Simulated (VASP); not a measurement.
# Co: single point with PBE

Crystal: Co.

```xyz
2
Lattice="2.5074 0.0000 0.0000 -1.2537 2.1715 0.0000 0.0000 0.0000 4.0699" Properties=species:S:1:pos:R:3 pbc="T T T"
Co    0.0000    1.4476    1.0175
Co    1.2537    0.7238    3.0524
```

```yaml
Program: VASP 6.6.1
Task: single point
Functional: PBE
Potentials_or_basis: VASP PAW PBE potentials, release 64 (Co)
Cutoff: 600 eV
k_mesh: 15 × 15 × 8
Occupations: fermi-dirac, width 0.08 eV
Spin: collinear spin, ferromagnetic start
Starting_moments: "[2.045, 2.045] μB"
Fixed_moment: 4.09 μB
Dipole_correction: no
Further_INCAR_settings: ALGO = Normal; EDIFF = 1e-06; NBANDS = 20
```

```
Pressure                                              : 3.7 GPa
Net moment                                            : 4.09 μB per cell
Site moments                                          : Co +2.03 μB
Valence electrons inside the program's atomic spheres : Co 8.22
```

Stress tensor (GPa, compression positive):
```
2.69 0.00 0.00
0.00 2.69 0.00
0.00 0.00 5.72
```

It took 100 s on 1 thread of Oxide Virtual Turin-like Processor, with other jobs on the host, peak memory 0.19 GiB.

Caveat: the cell stands under pressure; the total moment is fixed, so each spin has its own Fermi level and the state may be an excited one.
